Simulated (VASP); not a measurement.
# Hg (R-3m) in VASP: single point with r2SCAN

Aim: the single point of Hg with r2SCAN.

Everything below comes from runs of VASP 6.6.1. Logs are shortened: lines on timing, memory, paths and dates and some standing lists are left out, and cuts for length are marked.

### Step 1. The cell of the first run

Symmetry: R-3m, No. 166, trigonal system. Conventional cell: a = 3.460 Å, b = 3.460 Å, c = 6.702 Å, α = 90.00°, β = 90.00°, γ = 120.00°. Within 3.9 Å of Hg (site symmetry -3m) lie 12 Hg at 3.00 to 3.46 Å.

### Step 2. Single point, r2SCAN

Contents of POSCAR:

```
Hg
1.0
    1.7300004553      0.9988162286      2.2340000000
   -1.7300004553      0.9988162286      2.2340000000
    0.0000000000     -1.9976324571      2.2340000000
Hg
1
Direct
    0.0000000000      0.0000000000      0.0000000000
```

Contents of INCAR.step1:

```
SYSTEM = Hg
PREC = Accurate
ENCUT = 520
ISMEAR = 0
SIGMA = 0.15
LREAL = .False.
LASPH = .True.
NELM = 80
NBANDS = 12
GGA = PE
ALGO = Normal
EDIFF = 1E-4
LWAVE = .True.
LCHARG = .False.
```

Contents of INCAR.step2:

```
SYSTEM = Hg
PREC = Accurate
ENCUT = 520
EDIFF = 1E-6
ISMEAR = 0
SIGMA = 0.15
LREAL = .False.
LASPH = .True.
NELM = 80
ALGO = Normal
ISIF = 2
LWAVE = .False.
LCHARG = .False.
METAGGA = R2SCAN
LMIXTAU = .True.
NBANDS = 12
ISTART = 1
```

Contents of KPOINTS:

```
Automatic mesh
0
Gamma
  18 18 18
  0 0 0
```

Potentials or basis: VASP PAW PBE potentials, release 64 (Hg).

Run with:

```console
$ cat potpaw_PBE.64/Hg/POTCAR > POTCAR
$ cp INCAR.step1 INCAR
$ mpirun -np 1 vasp_std > vasp.out
$ cp INCAR.step2 INCAR
$ mpirun -np 1 vasp_std > vasp.out
```

OUTCAR:

```text
SYSTEM = Hg
   PREC = Accurate
   ENCUT = 520
   EDIFF = 1E-6
   ISMEAR = 0
   LREAL = .False.
   LASPH = .True.
   NELM = 80
   ISIF = 2
   METAGGA = R2SCAN
   ISTART = 1

 ion  position               nearest neighbor table
   1  0.000  0.000  0.000-

  LATTYP: Found a trigonal (rhomboedric) cell.
 ALAT       =     2.9968802835
 COS(alpha) =     0.3335253405

  Lattice vectors:

 A1 = (   1.7300004553,   0.9988162286,   2.2340000000)
 A2 = (  -1.7300004553,   0.9988162286,   2.2340000000)
 A3 = (   0.0000000000,  -1.9976324571,   2.2340000000)

Analysis of symmetry for initial positions (statically):
=====================================================================
 Subroutine PRICEL returns:
 Original cell was already a primitive cell.

 Routine SETGRP: Setting up the symmetry group for a
 trigonal (rhombohedral) supercell.

 Subroutine GETGRP returns: Found 12 space group operations
 (whereof 12 operations were pure point group operations)
 out of a pool of 12 trial point group operations.

The static configuration has the point symmetry D_3d.

Analysis of symmetry for dynamics (positions and initial velocities):
=====================================================================
 Subroutine PRICEL returns:
 Original cell was already a primitive cell.

 Routine SETGRP: Setting up the symmetry group for a
 trigonal (rhombohedral) supercell.

 Subroutine GETGRP returns: Found 12 space group operations
 (whereof 12 operations were pure point group operations)
 out of a pool of 12 trial point group operations.

The dynamic configuration has the point symmetry D_3d.

 Subroutine INISYM returns: Found 12 space group operations
 (whereof 12 operations are pure point group operations),
 and found     1 'primitive' translations

----------------------------------------------------------------------------------------

                                     Primitive cell

  volume of cell :      23.1615

  direct lattice vectors                    reciprocal lattice vectors
     1.730000455  0.998816229  2.234000000     0.289017265  0.166864196  0.149209191
    -1.730000455  0.998816229  2.234000000    -0.289017265  0.166864196  0.149209191
     0.000000000 -1.997632457  2.234000000     0.000000000 -0.333728391  0.149209191

  length of vectors
     2.996880284  2.996880284  2.996880284     0.365565346  0.365565346  0.365565346

  position of ions in fractional coordinates (direct lattice)
     0.000000000  0.000000000  0.000000000

  ion indices of the primitive-cell ions
[... 76 lines left out ...]
   EDIFFG = 0.1E-04   stopping-criterion for IOM
   NSW    =      0    number of steps for IOM
   IBRION =     -1    ionic relax: 0-MD 1-quasi-New 2-CG
   NFREE  =      0    steps in history (QN), initial steepest desc. (CG)
   ISIF   =      2    stress and relaxation
   ISYM   =      2    0-nonsym 1-usesym 2-fastsym
   POTIM  = 0.5000    time-step for ionic-motion
   TEBEG  =    0.0;   TEEND  =   0.0 temperature during run
   PSTRESS=    0.0 pullay stress
   NELECT =      12.0000    total number of electrons
   NUPDOWN=      -1.0000    fix difference up-down
   EMIN   =  10.00;   EMAX   =-10.00  energy-range for DOS
   EFERMI =   0.00;   METHOD = LEGACY
   ISMEAR =     0;   SIGMA  =   0.15  broadening in eV -4-tet -1-fermi 0-gaus
   EFERMI_NEDOS =   21; number of points for ismear=-14 and -15
   IALGO  =     38    algorithm
   IMIX   =      4    mixing-type and parameters
     AMIX     =   0.40;   BMIX     =  1.00
     AMIX_MAG =   1.60;   BMIX_MAG =  1.00
  volume/ion in A,a.u.               =      23.16       156.30
  Fermi-wavevector in a.u.,A,eV,Ry     =   1.314861  2.484727 23.522560  1.728859
  Thomas-Fermi vector in A             =   2.445084
   LORBIT       =      0    0 simple, 1 ext, 2 COOP (PROOUT), +10 PAW based schemes
   METAGGA = R2SCAN    functional components
   LHFCALC =     F    Hartree Fock is set to
   AEXX    =    0.0000 exact exchange contribution
   IVDW    =     0    specifies the selected vdW correction
   LEPSILON=     F    determine dielectric tensor
   LRPA    =     F    only Hartree local field effects (RPA)
 non-spin polarized calculation
 Gauss-broadening in eV      SIGMA  =   0.15
  energy-cutoff  :      520.00
  volume of cell :       23.16
 maximum number of plane-waves:       644
   NGX = 11   NGY = 11   NGZ = 11

 number of electron      12.0000003 magnetization

 Free energy of the ion-electron system (eV)
  ---------------------------------------------------
  ext. energy  EPLUGINS =         0.00000000
  ---------------------------------------------------
  free energy    TOTEN  =       -49.30101428 eV

  energy without entropy =      -49.29778402  energy(sigma->0) =      -49.29939915

 E-fermi :   2.9694     XC(G=0): -11.5955

 val. band max:        2.9690827580   @ k =  -0.3889   0.4444   0.2222
 cond. band min:       3.0024379762   @ k =  -0.3889   0.4444   0.1667
 fundamental gap:      0.0333552182
 Fermi energy:         2.9693913711

 k-point     1 :       0.0000    0.0000    0.0000
  band No.  band energies     occupation
      1      -6.7430      2.00000
      2      -5.3448      2.00000
      3      -5.3448      2.00000
      4      -3.9887      2.00000
      5      -3.8256      2.00000
      6      -3.8256      2.00000
      7      15.7327      0.00000
      8      16.0241      0.00000
      9      16.0241      0.00000
     10      20.8380      0.00000
     11      22.0341      0.00000
     12      22.0341      0.00000
[... 331 lines left out ...]
 k-point    24 :      -0.2222    0.0556    0.0000
  band No.  band energies     occupation
      1      -5.8818      2.00000
      2      -5.2896      2.00000
      3      -4.6241      2.00000
      4      -3.9588      2.00000
      5      -3.9084      2.00000
      6      -3.6977      2.00000
      7       9.0889      0.00000
      8      14.5933      0.00000
      9      16.8498      0.00000
     10      21.1143      0.00000
     11      22.7532      0.00000
     12      23.3402      0.00000

 [... further k-points ...]
[... 5 lines left out ...]
  --------------------------------------------------------------------------------------
  -------------------------------------------------------------------------------------
  Total        0.7096082      0.7096082      0.7178958     -0.0000000      0.0000000      0.0000000
  in kB       49.0866027     49.0866027     49.6598952     -0.0000000      0.0000000      0.0000000
  external PRESSURE =      49.2777002 kB  Pullay stress =       0.0000000 kB

 VOLUME and BASIS-vectors are now :
 -----------------------------------------------------------------------------
  energy-cutoff  :      520.00
  volume of cell :       23.16
      direct lattice vectors                 reciprocal lattice vectors
     1.730000455  0.998816229  2.234000000     0.289017265  0.166864196  0.149209191
    -1.730000455  0.998816229  2.234000000    -0.289017265  0.166864196  0.149209191
     0.000000000 -1.997632457  2.234000000     0.000000000 -0.333728391  0.149209191

 POSITION                                       TOTAL-FORCE (eV/Angst)
 -----------------------------------------------------------------------------------
      0.00000      0.00000      0.00000         0.000000      0.000000      0.000000
 -----------------------------------------------------------------------------------
    total drift:                                0.000000     -0.000000      0.000000

  FREE ENERGIE OF THE ION-ELECTRON SYSTEM (eV)
  ---------------------------------------------------
  free  energy   TOTEN  =       -49.3010142813 eV

  energy  without entropy=      -49.2977840174  energy(sigma->0) =      -49.29939915
```

OUTCAR.step1:

```text
SYSTEM = Hg
   PREC = Accurate
   ENCUT = 520
   ISMEAR = 0
   LREAL = .False.
   LASPH = .True.
   NELM = 80
[... 577 lines left out ...]
 -----------------------------------------------------------------------------------
      0.00000      0.00000      0.00000         0.000000      0.000000     -0.000000
 -----------------------------------------------------------------------------------
    total drift:                                0.000000      0.000000     -0.000000

  FREE ENERGIE OF THE ION-ELECTRON SYSTEM (eV)
  ---------------------------------------------------
  free  energy   TOTEN  =        -0.0774378830 eV

  energy  without entropy=       -0.0737739291  energy(sigma->0) =       -0.07560591
```

OSZICAR.step1:

```text
N       E                     dE             d eps       ncg     rms          rms(c)
DAV:   1     0.736633091975E+02    0.73663E+02   -0.66698E+03 14744   0.970E+02
DAV:   2     0.109882200441E+01   -0.72564E+02   -0.68341E+02 15196   0.230E+02
DAV:   3    -0.115308171904E+00   -0.12141E+01   -0.12134E+01 16784   0.331E+01
DAV:   4    -0.116448178297E+00   -0.11400E-02   -0.11400E-02 15348   0.105E+00
DAV:   5    -0.116449684577E+00   -0.15063E-05   -0.15064E-05 13208   0.375E-02    0.431E+00
DAV:   6    -0.802231445107E-01    0.36227E-01   -0.88011E-02 16432   0.345E+00    0.312E+00
DAV:   7    -0.774681513294E-01    0.27550E-02   -0.14702E-02 16608   0.125E+00    0.124E+00
DAV:   8    -0.774189914505E-01    0.49160E-04   -0.15658E-03 14680   0.506E-01    0.553E-02
DAV:   9    -0.774378829699E-01   -0.18892E-04   -0.79906E-06  7584   0.302E-02
   1 F= -.77437883E-01 E0= -.75605906E-01  d E =-.366395E-02
```

Run time: 6 min. Hardware: 1 thread of AMD EPYC 7R13 (Zen 3), shared host; peak memory 0.24 GiB.

Results:

```yaml
Free_energy: -49.3010 eV
Pressure: 4.9 GPa
Band_gap_on_the_k_mesh: zero (bands 6 and 7 overlap by 3.22 eV)
```

Caveat: the cell stands under pressure; the PAW data sets were made with another functional, which shifts forces and pressure a little; spin-orbit coupling is left out, which moves the levels of the heavy elements.
